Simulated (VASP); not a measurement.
Set up this calculation in VASP 6.6.1, as the native input.

```yaml
Task: single point
Functional: PBEsol
Potentials_or_basis: VASP PAW PBE potentials, release 64 (W_sv)
Cutoff: 520 eV
k_mesh: 12 × 12 × 12
Occupations: fermi-dirac, width 0.1 eV
Spin: no spin polarisation
Dipole_correction: no
Further_INCAR_settings: ALGO = Normal; EDIFF = 1e-07; NBANDS = 13
```

The structure of W lies in POSCAR:

```
W
1.0
    0.0000000000      2.0163754284      2.0163754284
    2.0163754284      0.0000000000      2.0163754284
    2.0163754284      2.0163754284      0.0000000000
W
1
Direct
    0.0000000000      0.0000000000      0.0000000000
```

One way to write it, as run:

INCAR

```
SYSTEM = W
PREC = Accurate
ENCUT = 520
EDIFF = 1E-7
ISMEAR = -1
SIGMA = 0.1
LREAL = .False.
LASPH = .True.
NELM = 60
ALGO = Normal
ISIF = 2
LWAVE = .False.
LCHARG = .False.
GGA = PS
NBANDS = 13
```

KPOINTS

```
regular mesh
0
Gamma
  12 12 12
  0 0 0
```

Potentials or basis: VASP PAW PBE potentials, release 64 (W_sv).

Command:

```console
$ cat potpaw_PBE.64/W_sv/POTCAR > POTCAR
$ mpirun -np 1 vasp_std > vasp.out
```

It gave:

```
Pressure               : -7.1 GPa
Band gap on the k mesh : zero (band 7 reaches 13.40 eV, above the bottom of band 8 at 9.77 eV)
```

Caveat: the PAW data sets were made with another functional, which shifts forces and pressure a little; spin-orbit coupling is left out, which moves the levels of the heavy elements.

Wall time 7.4 s on 1 thread of Intel Xeon 6975P-C (shared host), peak memory 0.15 GiB.
